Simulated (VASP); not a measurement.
# Na: single point with PBEsol

The system is Na.

```
CELL_PARAMETERS angstrom
-2.18382 2.18382 2.14100
2.18382 -2.18382 2.14100
2.09818 2.09818 -2.14100
ATOMIC_POSITIONS crystal
Na 0.00000 0.00000 0.00000
```

```json
{
 "Program": "VASP 6.6.1",
 "Task": "single point",
 "Functional": "PBEsol",
 "Potentials or basis": "VASP PAW PBE potentials, release 64 (Na_pv)",
 "Cutoff": "520 eV",
 "k mesh": "8 × 8 × 8",
 "Occupations": "fermi-dirac, width 0.05 eV",
 "Spin": "no spin polarisation",
 "Dipole correction": "no",
 "Further INCAR settings": "ALGO = Normal; EDIFF = 1e-06; NBANDS = 10"
}
```

```yaml
Pressure: -0.5 GPa
```

Stress tensor (GPa, compression positive):
```
-0.50  0.12  0.00
 0.12 -0.50  0.00
 0.00  0.00 -0.58
```

Levels at points of the mesh, in eV from the Fermi level:
```
           k point  band 1  band 2  band 3  band 4  band 5  band 6  band 7  band 8
(0.00, 0.00, 0.00)  -24.90  -24.89  -24.89   -3.22   11.10   11.21   11.41   12.27
(0.50, 0.00, 0.00)  -24.92  -24.90  -24.89    0.68    1.11    7.87    8.46    9.14
(0.50, 0.50, 0.00)  -24.92  -24.90  -24.90    0.54    0.93    8.02    8.91    9.02
(0.00, 0.00, 0.50)  -24.93  -24.91  -24.89    0.82    1.29    7.80    8.53    8.73
(0.50, 0.50, 0.50)  -24.92  -24.92  -24.91    4.36    4.37    4.60    4.64    4.69
```

It took 35 s on 1 thread of Intel Xeon 8259CL, on a shared host, peak memory 0.17 GiB.

Caveat: the PAW data sets were made with another functional, which shifts forces and pressure a little.
